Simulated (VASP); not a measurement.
Runs of VASP 6.6.1 on In. The structure is that of space group I4/mmm (No. 139), or close to it. The cells are those of the table. 

| cell | further INCAR settings | gap on the mesh (eV) | pressure (GPa) |
| --- | --- | --- | --- |
| a = 3.341 Å, angles 101.5, 101.5, 126.9°, 1 atom | ALGO = Fast; EDIFF = 1e-07; NBANDS = 12 | none | (b) |
| a = 3.279 Å, angles 105.4, 105.4, 118.0°, 1 atom | ALGO = Fast; EDIFF = 1e-07; NBANDS = 12 | none | (a) |
| a = 3.303 Å, angles 103.5, 103.5, 122.2°, 1 atom | ALGO = Fast; EDIFF = 1e-06; NBANDS = 12 | none | -2.7 |
| a = 3.286 Å, angles 114.7, 114.7, 99.4°, 1 atom | ALGO = Fast; EDIFF = 1e-06; NBANDS = 12 | none | -3.2 |
| a = 3.313 Å, angles 117.3, 117.3, 94.8°, 1 atom | ALGO = Fast; EDIFF = 1e-06; NBANDS = 12 | none | -3.3 |

Alike in all rows: task single point; level LDA; potentials or basis VASP PAW LDA potentials, release 64 (In_d); no spin polarisation; k mesh 20 × 20 × 20; cutoff (eV) 520; smearing gaussian 0.15 eV.

Q: Estimate the missing entries.

A: (a) -2.9; (b) -1.9.

Caveats: spin-orbit coupling is left out, which moves the levels of the heavy elements.

A k mesh can miss the band edges, and the runs leave out spin-orbit coupling on In.

A gap of «none» marks levels without a gap at the run's occupations.
